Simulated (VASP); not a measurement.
A run of VASP 6.6.1:

POSCAR

```
PtSe2
1.0
    3.7240006046      0.0000000000      0.0000000000
   -1.8620003023      3.2250791273      0.0000000000
    0.0000000000      0.0000000000      5.0620000000
Pt Se
1 2
Direct
    0.0000000000      0.0000000000      0.0000000000
    0.3333333333      0.6666666667      0.2500000000
    0.6666666667      0.3333333333      0.7500000000
```

Contents of INCAR.step1:

```
SYSTEM = PtSe2
PREC = Accurate ; ENCUT = 520
ISMEAR = 0 ; SIGMA = 0.15
LREAL = .FALSE. ; LASPH = .TRUE.
NELM = 100 ; NBANDS = 18
GGA = PE ; ALGO = Normal
EDIFF = 1E-4 ; LWAVE = .TRUE.
LCHARG = .FALSE.
```

INCAR.step2

```
SYSTEM = PtSe2
PREC = Accurate ; ENCUT = 520
EDIFF = 1E-6 ; ISMEAR = 0
SIGMA = 0.15 ; LREAL = .FALSE.
LASPH = .TRUE. ; NELM = 100
ALGO = Normal ; ISIF = 2
LWAVE = .FALSE. ; LCHARG = .FALSE.
METAGGA = R2SCAN ; LMIXTAU = .TRUE.
NBANDS = 18 ; ISTART = 1
```

KPOINTS

```
regular mesh
0
G
  15 15 10
  0 0 0
```

Potentials or basis: VASP PAW PBE potentials, release 64 (Pt, Se).

Run with:

```bash
$ cat potpaw_PBE.64/Pt/POTCAR potpaw_PBE.64/Se/POTCAR > POTCAR
$ cp INCAR.step1 INCAR
$ mpirun -np 1 vasp_std > vasp.out
$ cp INCAR.step2 INCAR
$ mpirun -np 1 vasp_std > vasp.out
```

Hardware: 1 thread of Intel(R) Xeon(R) Platinum 8375C CPU @ 2.90GHz (Ice Lake), with other jobs on the host.

Question: How long does it take, and how much memory?

Answer: It took 12 min on 1 thread of Intel(R) Xeon(R) Platinum 8375C CPU @ 2.90GHz (Ice Lake), on a shared host, peak memory 0.38 GiB. Counts: k points 238.
